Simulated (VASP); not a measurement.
# BAs (I-4m2) in VASP: further runs

BAs is run at these levels: HSE06; tasks: single point.

All numbers are computed with VASP 6.6.1; they aren't measurements. Logs are shortened: lines on timing, memory, paths and dates and some standing lists are left out, and cuts for length are marked.

**1. The cell of the first run**

It takes space group I-4m2 (No. 119, tetragonal). The conventional cell has a = 3.416 Å, b = 3.416 Å, c = 4.763 Å, α = 90.00°, β = 90.00°, γ = 90.00°. Within 2.8 Å of B (site symmetry -4m2) lie 4 As at 2.08 Å. As (site symmetry -4m2) has 4 B at 2.08 Å within 2.8 Å.

**2. Single point, HSE06 (epitaxial xy strain +1.0%)**

The input, POSCAR:

```
BAs
1.0
    0.0000000000      2.4157862801      2.3812712956
    2.4157862801      0.0000000000      2.3812712956
    2.4157862801      2.4157862801      0.0000000000
B As
1 1
Direct
    0.0000000000      0.0000000000      0.0000000000
    0.2500000000      0.2500000000      0.2500000000
```

The input, INCAR.step1:

```
PREC     = Accurate       # precision mode
ENCUT    = 520            # plane-wave cutoff, eV
EDIFF    = 1E-5           # SCF threshold, eV
ISMEAR   = 0              # smearing method
SIGMA    = 0.01           # smearing width, eV
LREAL    = F              # projectors in reciprocal space
LASPH    = T              # aspherical terms in the spheres
NELM     = 80             # most SCF steps
ALGO     = Normal         # electronic algorithm
ISIF     = 2              # what is computed and relaxed
LWAVE    = T              # write WAVECAR
LCHARG   = F              # write CHGCAR
GGA      = PE             # functional
NBANDS   = 11             # bands
```

The input, INCAR.step2:

```
PREC     = Accurate       # precision mode
ENCUT    = 520            # plane-wave cutoff, eV
EDIFF    = 1E-7           # SCF threshold, eV
ISMEAR   = 0              # smearing method
SIGMA    = 0.01           # smearing width, eV
LREAL    = F              # projectors in reciprocal space
LASPH    = T              # aspherical terms in the spheres
NELM     = 80             # most SCF steps
ALGO     = Normal         # electronic algorithm
ISIF     = 2              # what is computed and relaxed
LWAVE    = F              # write WAVECAR
LCHARG   = F              # write CHGCAR
GGA      = PE             # functional
LHFCALC  = T              # exact exchange
HFSCREEN = 0.2079         # screening, 1/A
PRECFOCK = Normal       
ISTART   = 1            
NBANDS   = 11             # bands
```

The input, KPOINTS:

```
Automatic mesh
0
Gamma
  6 6 6
```

Potentials or basis: VASP PAW PBE potentials, release 64 (B, As).

Run with:

```
> cat potpaw_PBE.64/B/POTCAR potpaw_PBE.64/As/POTCAR > POTCAR
> cp INCAR.step1 INCAR
> mpirun -np 1 vasp_std > vasp.out
> cp INCAR.step2 INCAR
> mpirun -np 1 vasp_std > vasp.out
```

OUTCAR:

```text
PREC = Accurate
   ENCUT = 520
   EDIFF = 1E-7
   ISMEAR = 0
   LREAL = F
   LASPH = T
   NELM = 80
   ISIF = 2
   GGA = PE
   LHFCALC = T
   HFSCREEN = 0.2079
   PRECFOCK = Normal
   ISTART = 1

 ion  position               nearest neighbor table
   1  0.000  0.000  0.000-   2 2.08   2 2.08   2 2.08   2 2.08
   2  0.250  0.250  0.250-   1 2.08   1 2.08   1 2.08   1 2.08

  LATTYP: Found a body centered tetragonal cell.
 ALAT       =     3.4164377211
 C/A-ratio  =     1.3940083151

  Lattice vectors:

 A1 = (   0.0000000000,  -2.4157862801,  -2.3812712956)
 A2 = (   0.0000000000,   2.4157862801,  -2.3812712956)
 A3 = (   2.4157862801,   0.0000000000,   2.3812712956)

Analysis of symmetry for initial positions (statically):
=====================================================================
 Subroutine PRICEL returns:
 Original cell was already a primitive cell.

 Routine SETGRP: Setting up the symmetry group for a
 body centered tetragonal supercell.

 Subroutine GETGRP returns: Found  8 space group operations
 (whereof  8 operations were pure point group operations)
 out of a pool of 16 trial point group operations.

The static configuration has the point symmetry D_2d.

Analysis of symmetry for dynamics (positions and initial velocities):
=====================================================================
 Subroutine PRICEL returns:
 Original cell was already a primitive cell.

 Routine SETGRP: Setting up the symmetry group for a
 body centered tetragonal supercell.

 Subroutine GETGRP returns: Found  8 space group operations
 (whereof  8 operations were pure point group operations)
 out of a pool of 16 trial point group operations.

The dynamic configuration has the point symmetry D_2d.

 Subroutine INISYM returns: Found  8 space group operations
 (whereof  8 operations are pure point group operations),
 and found     1 'primitive' translations

----------------------------------------------------------------------------------------

                                     Primitive cell

  volume of cell :      27.7943

  direct lattice vectors                    reciprocal lattice vectors
     0.000000000  2.415786280  2.381271296    -0.206971951  0.206971951  0.209971875
     2.415786280  0.000000000  2.381271296     0.206971951 -0.206971951  0.209971875
     2.415786280  2.415786280  0.000000000     0.206971951  0.206971951 -0.209971875

  length of vectors
     3.392119741  3.392119741  3.416437721     0.360226270  0.360226270  0.360226270

  position of ions in fractional coordinates (direct lattice)
     0.000000000  0.000000000  0.000000000
     0.250000000  0.250000000  0.250000000

  ion indices of the primitive-cell ions
   primitive index   ion index
                 1           1
                 2           2

----------------------------------------------------------------------------------------

 KPOINTS: Automatic mesh

Automatic generation of k-mesh.
 Grid dimensions read from file:
 generate k-points for:    6    6    6

 Generating k-lattice:

  Cartesian coordinates                     Fractional coordinates (reciprocal lattice)
    -0.034495325  0.034495325  0.034995313     0.166666667  0.000000000  0.000000000
     0.034495325 -0.034495325  0.034995313     0.000000000  0.166666667  0.000000000
     0.034495325  0.034495325 -0.034995313    -0.000000000 -0.000000000  0.166666667

  Length of vectors
     0.060037712  0.060037712  0.060037712

  Shift w.r.t. Gamma in fractional coordinates (k-lattice)
     0.000000000  0.000000000  0.000000000

 Subroutine IBZKPT returns following result:
 ===========================================

 Found     30 irreducible k-points:

 Following reciprocal coordinates:
            Coordinates               Weight
  0.000000  0.000000  0.000000      1.000000
  0.166667 -0.000000  0.000000      8.000000
  0.333333  0.000000  0.000000      8.000000
  0.500000  0.000000  0.000000      4.000000
  0.166667  0.166667  0.000000      2.000000
  0.333333  0.166667  0.000000      8.000000
[... 16 lines left out ...]
  0.333333  0.000000  0.333333      4.000000
  0.500000 -0.000000  0.333333     16.000000
 [... further k-points ...]
   k-points           NKPTS =     30   k-points in BZ     NKDIM =    216   number of bands    NBANDS=     11
   number of dos      NEDOS =    301   number of ions     NIONS =      2
   total plane-waves  NPLWV =  21952
   dimension x,y,z NGX =    28 NGY =   28 NGZ =   28
   dimension x,y,z NGXF=    56 NGYF=   56 NGZF=   56
   ions per type =               1   1
   NGX,Y,Z   is equivalent  to a cutoff of  13.72, 13.72, 13.62 a.u.
   NGXF,Y,Z  is equivalent  to a cutoff of  27.45, 27.45, 27.25 a.u.
 SYSTEM =  unknown system
   PREC   = accura    normal or accurate (medium, high low for compatibility)
   ISTART =      1    job   : 0-new  1-cont  2-samecut
   ICHARG =      0    charge: 1-file 2-atom 10-const
   ISPIN  =      1    spin polarized calculation?
   LNONCOLLINEAR =      F non collinear calculations
   LSORBIT =      F    spin-orbit coupling
   LASPH  =      T    aspherical Exc in radial PAW
   ENCUT  =  520.0 eV  38.22 Ry    6.18 a.u.   6.31  6.31  6.35*2*pi/ulx,y,z
   NELM   =     80;   NELMIN=  2; NELMDL=  0     # of ELM steps
   EDIFF  = 0.1E-06   stopping-criterion for ELM
   LREAL  =      F    real-space projection
   EDIFFG = 0.1E-05   stopping-criterion for IOM
   NSW    =      0    number of steps for IOM
   IBRION =     -1    ionic relax: 0-MD 1-quasi-New 2-CG
   NFREE  =      0    steps in history (QN), initial steepest desc. (CG)
   ISIF   =      2    stress and relaxation
   ISYM   =      3    0-nonsym 1-usesym 2-fastsym
   POTIM  = 0.5000    time-step for ionic-motion
   TEBEG  =    0.0;   TEEND  =   0.0 temperature during run
   PSTRESS=    0.0 pullay stress
   NELECT =       8.0000    total number of electrons
   NUPDOWN=      -1.0000    fix difference up-down
   EMIN   =  10.00;   EMAX   =-10.00  energy-range for DOS
   EFERMI =   0.00;   METHOD = LEGACY
   ISMEAR =     0;   SIGMA  =   0.01  broadening in eV -4-tet -1-fermi 0-gaus
   EFERMI_NEDOS =   21; number of points for ismear=-14 and -15
   IALGO  =     38    algorithm
   IMIX   =      1    mixing-type and parameters
     AMIX     =   0.40;   BMIX     =  1.00
     AMIX_MAG =   1.60;   BMIX_MAG =  1.00
  volume/ion in A,a.u.               =      13.90        93.78
  Fermi-wavevector in a.u.,A,eV,Ry     =   1.080902  2.042608 15.896346  1.168348
  Thomas-Fermi vector in A             =   2.216905
   LORBIT       =      0    0 simple, 1 ext, 2 COOP (PROOUT), +10 PAW based schemes
   GGA     = PE    functional components
   LHFCALC =     T    Hartree Fock is set to
   PRECFOCK=normal    Normal, Fast or Accurate (Low or Medium for compatibility)
   ENCUT4O =  -1.0   cutoff for four orbital integrals eV
   NKREDX  =     1    reduce k-point grid by
   NKREDY  =     1    reduce k-point grid by
   NKREDZ  =     1    reduce k-point grid by
   AEXX    =    0.2500 exact exchange contribution
   HFSCREEN=    0.2079 screening length (either q_TF or 0.3 A-1)
   HFSCREENC=   0.2079 screening length for correlation (either q_TF or 0.3 A-1)
   ENCUTFOCK=  -1.0 apply spherical cutoff to Coloumb kernel
   IVDW    =     0    specifies the selected vdW correction
   LEPSILON=     F    determine dielectric tensor
   LRPA    =     F    only Hartree local field effects (RPA)
 non-spin polarized calculation
 Gauss-broadening in eV      SIGMA  =   0.01
  energy-cutoff  :      520.00
  volume of cell :       27.79
 maximum number of plane-waves:       757
 NGX is ok and might be reduce to    28
  NGX = 20; NGY = 20; NGZ = 20

 number of electron       8.0000000 magnetization

 Free energy of the ion-electron system (eV)
  ---------------------------------------------------
  ext. energy  EPLUGINS =         0.00000000
  ---------------------------------------------------
  free energy    TOTEN  =       -13.23352551 eV

  energy without entropy =      -13.23352551  energy(sigma->0) =      -13.23352551

 E-fermi :   5.6649     XC(G=0):  -8.6945

 val. band max:        5.5960014431   @ k =   0.0000   0.0000   0.0000
 cond. band min:       7.3355494655   @ k =   0.3333   0.3333   0.0000
 fundamental gap:      1.7395480225
 Fermi energy:         5.6648613321

 k-point     1 :       0.0000    0.0000    0.0000
  band No.  band energies     occupation
      1     -11.2616      2.00000
      2       5.4529      2.00000
      3       5.4529      2.00000
      4       5.5960      2.00000
      5       9.5264      0.00000
      6       9.6209      0.00000
      7       9.6209      0.00000
      8      11.1041      0.00000
      9      16.0213      0.00000
     10      19.2643      0.00000
     11      19.6540      0.00000

 k-point     2 :       0.1667   -0.0000    0.0000
  band No.  band energies     occupation
      1     -10.7707      2.00000
      2       2.3456      2.00000
      3       4.7337      2.00000
      4       4.8527      2.00000
      5       9.5958      0.00000
      6      10.5098      0.00000
      7      10.5359      0.00000
      8      13.1699      0.00000
      9      17.4930      0.00000
     10      17.6628      0.00000
     11      17.8957      0.00000

 k-point     3 :       0.3333    0.0000    0.0000
  band No.  band energies     occupation
      1      -9.3971      2.00000
      2      -1.7984      2.00000
      3       3.8077      2.00000
      4       3.9670      2.00000
      5       9.1153      0.00000
      6      11.1843      0.00000
      7      11.2803      0.00000
      8      15.3523      0.00000
      9      17.9924      0.00000
     10      18.5914      0.00000
     11      18.5934      0.00000

 k-point     4 :       0.5000    0.0000    0.0000
  band No.  band energies     occupation
      1      -8.1461      2.00000
      2      -4.0409      2.00000
      3       3.4613      2.00000
      4       3.6387      2.00000
      5       8.9262      0.00000
      6      11.1061      0.00000
      7      11.2496      0.00000
      8      15.4809      0.00000
      9      19.4130      0.00000
     10      21.2142      0.00000
     11      21.3687      0.00000

 k-point     5 :       0.1667    0.1667    0.0000
  band No.  band energies     occupation
      1     -10.5932      2.00000
      2       3.1228      2.00000
      3       3.6475      2.00000
      4       3.6475      2.00000
      5       8.4054      0.00000
      6      12.0882      0.00000
      7      12.0882      0.00000
      8      12.1085      0.00000
      9      16.3534      0.00000
     10      18.3665      0.00000
     11      19.9715      0.00000
[... 211 lines left out ...]
 k-point    21 :      -0.1667    0.3333    0.1667
  band No.  band energies     occupation
      1      -8.2367      2.00000
      2      -1.8602      2.00000
      3       0.3761      2.00000
      4       2.0427      2.00000
      5      10.1539      0.00000
      6      11.6275      0.00000
      7      12.1238      0.00000
      8      15.8218      0.00000
      9      18.0921      0.00000
     10      20.2389      0.00000
     11      22.8281      0.00000

 k-point    22 :      -0.3333    0.5000    0.1667
  band No.  band energies     occupation
      1      -6.4977      2.00000
      2      -3.4783      2.00000
      3      -0.0337      2.00000
      4       0.1892      2.00000
      5       9.9459      0.00000
      6      10.1818      0.00000
      7      15.2542      0.00000
      8      15.5291      0.00000
      9      19.2045      0.00000
     10      22.4600      0.00000
     11      22.5695      0.00000

 k-point    23 :       0.3333    0.0000    0.3333
  band No.  band energies     occupation
      1      -8.7396      2.00000
      2      -1.0485      2.00000
      3       1.8324      2.00000
      4       1.8690      2.00000
      5       7.5256      0.00000
      6       9.4479      0.00000
      7      15.6535      0.00000
      8      15.9993      0.00000
      9      18.1668      0.00000
     10      22.2134      0.00000
     11      22.4792      0.00000

 k-point    24 :       0.5000   -0.0000    0.3333
  band No.  band energies     occupation
      1      -7.3413      2.00000
      2      -2.9730      2.00000
      3       0.1772      2.00000
      4       1.6289      2.00000
      5       8.1125      0.00000
      6      10.2744      0.00000
      7      15.9436      0.00000
      8      16.3478      0.00000
      9      19.0627      0.00000
     10      22.2203      0.00000
     11      23.0307      0.00000

 [... further k-points ...]
[... 5 lines left out ...]
  --------------------------------------------------------------------------------------
  -------------------------------------------------------------------------------------
  Total       -0.7524327     -0.7524327     -0.2156308      0.0000000      0.0000000     -0.0000000
  in kB      -43.3732907    -43.3732907    -12.4298389      0.0000000      0.0000000     -0.0000000
  external PRESSURE =     -33.0588068 kB  Pullay stress =       0.0000000 kB

 VOLUME and BASIS-vectors are now :
 -----------------------------------------------------------------------------
  energy-cutoff  :      520.00
  volume of cell :       27.79
      direct lattice vectors                 reciprocal lattice vectors
     0.000000000  2.415786280  2.381271296    -0.206971951  0.206971951  0.209971875
     2.415786280  0.000000000  2.381271296     0.206971951 -0.206971951  0.209971875
     2.415786280  2.415786280  0.000000000     0.206971951  0.206971951 -0.209971875

 POSITION                                       TOTAL-FORCE (eV/Angst)
 -----------------------------------------------------------------------------------
      0.00000      0.00000      0.00000         0.000000      0.000000      0.000000
      1.20789      1.20789      1.19064        -0.000000     -0.000000     -0.000000
 -----------------------------------------------------------------------------------
    total drift:                               -0.000000     -0.000000     -0.000000

  FREE ENERGIE OF THE ION-ELECTRON SYSTEM (eV)
  ---------------------------------------------------
  free  energy   TOTEN  =       -13.2335255112 eV

  energy  without entropy=      -13.2335255112  energy(sigma->0) =      -13.23352551
```

Run time: 35 min. Hardware: 1 thread of AMD EPYC 7R13, shared host; peak memory 0.25 GiB.

What came out:

| Item | Value |
| --- | --- |
| Free energy | -13.2335 eV |
| Pressure | -3.3 GPa |
| Band gap on the k mesh | 1.74 eV (least direct gap 3.93 eV) |

Caveat: the cell differs from its parent crystal (epitaxial xy strain +1.0%); the cell stands under tension; the PAW data sets were made with another functional, which shifts forces and pressure a little. A k mesh can miss the band edges.

**3. Single point, HSE06 (epitaxial xy strain +2.0%)**

The input, POSCAR:

```
BAs
1.0
    0.0000000000      2.4397049562      2.3697994758
    2.4397049562      0.0000000000      2.3697994758
    2.4397049562      2.4397049562      0.0000000000
B As
1 1
Direct
    0.0000000000      0.0000000000      0.0000000000
    0.2500000000      0.2500000000      0.2500000000
```

The input, INCAR.step1:

```
  PREC = Accurate
  ENCUT = 520
  EDIFF = 1E-5
  ISMEAR = 0
  SIGMA = 0.01
  LREAL = F
  LASPH = T
  NELM = 80
  ALGO = Normal
  ISIF = 2
  LWAVE = T
  LCHARG = F
  NBANDS = 11
  GGA = PE
```

The input, INCAR.step2:

```
  PREC = Accurate
  ENCUT = 520
  EDIFF = 1E-6
  ISMEAR = 0
  SIGMA = 0.01
  LREAL = F
  LASPH = T
  NELM = 80
  ALGO = Normal
  ISIF = 2
  LWAVE = F
  LCHARG = F
  GGA = PE
  LHFCALC = T
  HFSCREEN = 0.2079
  PRECFOCK = Normal
  NBANDS = 11
  ISTART = 1
```

KPOINTS is that of step 2.

Potentials or basis: VASP PAW PBE potentials, release 64 (B, As).

Run with:

```
> cat potpaw_PBE.64/B/POTCAR potpaw_PBE.64/As/POTCAR > POTCAR
> cp INCAR.step1 INCAR
> mpirun -np 1 vasp_std > vasp.out
> cp INCAR.step2 INCAR
> mpirun -np 1 vasp_std > vasp.out
```

Run time: 27 min. Hardware: 1 thread of AMD EPYC 7R13, shared host; peak memory 0.25 GiB.

It converged, with:

* Free energy: -13.2146 eV
* Pressure: -5.2 GPa
* Band gap on the k mesh: 1.53 eV (least direct gap 3.76 eV)

Stress tensor (GPa, compression positive):
```
-7.26  0.00  0.00
 0.00 -7.26  0.00
 0.00  0.00 -1.22
```

Levels at points of the mesh, in eV from the valence-band top:
```csv
k point,band 1,band 2,band 3,band 4,band 5,band 6,band 7,band 8
"(0.00, 0.00, 0.00)",-16.81,-0.28,-0.28,0.00,3.76,3.95,3.95,5.21
"(0.50, 0.00, 0.00)",-13.75,-9.61,-2.29,-1.94,3.11,5.34,5.64,9.77
"(0.50, 0.50, 0.00)",-12.14,-9.30,-4.68,-4.68,1.71,1.75,12.42,12.42
"(0.50, 0.00, 0.50)",-12.38,-9.55,-4.42,-4.37,2.05,2.11,12.16,12.57
```

Caveat: the cell differs from its parent crystal (epitaxial xy strain +2.0%); the cell stands under tension; the PAW data sets were made with another functional, which shifts forces and pressure a little. A k mesh can miss the band edges.
